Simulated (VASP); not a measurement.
Wanted: the native input for a VASP 6.6.1 run.

* Task: single point
* Functional: PBE
* Potentials or basis: VASP PAW PBE potentials, release 64 (Si, Sn_d, Ge_d)
* Cutoff: 520 eV
* k mesh: 4 × 4 × 4
* Occupations: gaussian, width 0.1 eV
* Spin: no spin polarisation
* Dipole correction: no
* Further INCAR settings: ALGO = Normal; EDIFF = 1e-06; NBANDS = 46

The structure of SiSn2Ge3 lies in POSCAR:

```
SiSn2Ge3
1.0
   -2.8575680456      2.8575680456      5.0094283508
    2.8575680456     -2.8575680456      5.0094283508
    2.8575680456      2.8575680456     -5.0094283508
Si Sn Ge
1 2 3
Direct
    0.0000000000      0.0000000000      0.0000000000
    0.2500000000      0.7500000000      0.5000000000
    0.7500000000      0.2500000000      0.5000000000
    0.7566141421      0.7566141421      0.0000000000
    0.2433858579      0.2433858579      0.0000000000
    0.5000000000      0.5000000000      0.0000000000
```

The cell was generated, and may not be a known phase.

These files were run (other wordings do the same):

INCAR

```
SYSTEM = SiSn2Ge3
PREC     = Accurate       ! precision mode
ENCUT    = 520            ! plane-wave cutoff, eV
EDIFF    = 1E-6           ! SCF threshold, eV
ISMEAR   = 0              ! smearing method
SIGMA    = 0.1            ! smearing width, eV
LREAL    = .False.        ! projectors in reciprocal space
LASPH    = .True.         ! aspherical terms in the spheres
NELM     = 60             ! most SCF steps
ALGO     = Normal         ! electronic algorithm
ISIF     = 2              ! what is computed and relaxed
LWAVE    = .False.        ! write WAVECAR
LCHARG   = .True.         ! write CHGCAR
GGA      = PE             ! functional
LELF     = .True.         ! ELF
LVHAR    = .True.       
NBANDS   = 46             ! bands
```

KPOINTS

```
Automatic mesh
0
Gamma
  4 4 4
  0 0 0
```

Potentials or basis: VASP PAW PBE potentials, release 64 (Si, Sn_d, Ge_d).

Run with:

```console
$ cat potpaw_PBE.64/Si/POTCAR potpaw_PBE.64/Sn_d/POTCAR potpaw_PBE.64/Ge_d/POTCAR > POTCAR
$ mpirun -np 1 vasp_std > vasp.out
```

Results of the run:

The pressure is -0.2 GPa, the largest force is 0.045 eV/Å and the band gap on the k mesh is zero (bands 37 and 38 overlap by 1.91 eV).

Caveat: spin-orbit coupling is left out, which moves the levels of the heavy elements.

Run time: 3.1 min on 1 thread of AMD EPYC 7R13 (shared host), peak memory 0.36 GiB.
